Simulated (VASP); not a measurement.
GaGe:

```xyz
2
Lattice="0.0000 2.9000 2.9000 2.9000 0.0000 2.9000 2.9000 2.9000 0.0000" Properties=species:S:1:pos:R:3 pbc="T T T"
Ga    0.0000    0.0000    0.0000
Ge    1.4500    1.4500    1.4500
```

- Program: VASP 6.6.1
- Task: relaxation of cell and atoms
- Functional: PBEsol
- Potentials or basis: VASP PAW PBE potentials, release 64 (Ga_d, Ge_d)
- Cutoff: 500 eV
- k mesh: 7 × 7 × 7
- Occupations: methfessel-paxton, width 0.05 eV
- Spin: no spin polarisation

At the start: pressure -2.6 GPa; volume 24.39 Å³/atom.

**Question.** How do energy, volume and symmetry change on relaxing?

**Answer.** Over 3 steps the energy falls by 10.3 meV/atom and the volume is 23.17 Å³/atom (-5.0 %); space group F-43m (No. 216, to 0.1 Å) before and after.

The path:
```tsv
step	energy change (eV)	largest force (eV/Å)	pressure (GPa)	volume (Å³)
1	0.0000	0.0000	-2.58	48.78
2	-0.0202	0.0000	0.36	46.06
3	-0.0205	0.0000	0.00	46.34
```

Final structure:
```xyz
2
Lattice="0.0000 2.8509 2.8509 2.8509 0.0000 2.8509 2.8509 2.8509 0.0000" Properties=species:S:1:pos:R:3 pbc="T T T"
Ga    0.0000    0.0000    0.0000
Ge    1.4254    1.4254    1.4254
```

Caveat: the PAW data sets were made with another functional, which shifts forces and pressure a little; an odd number of electrons without spin polarisation forces a metal; a magnetic or distorted state may lie lower.
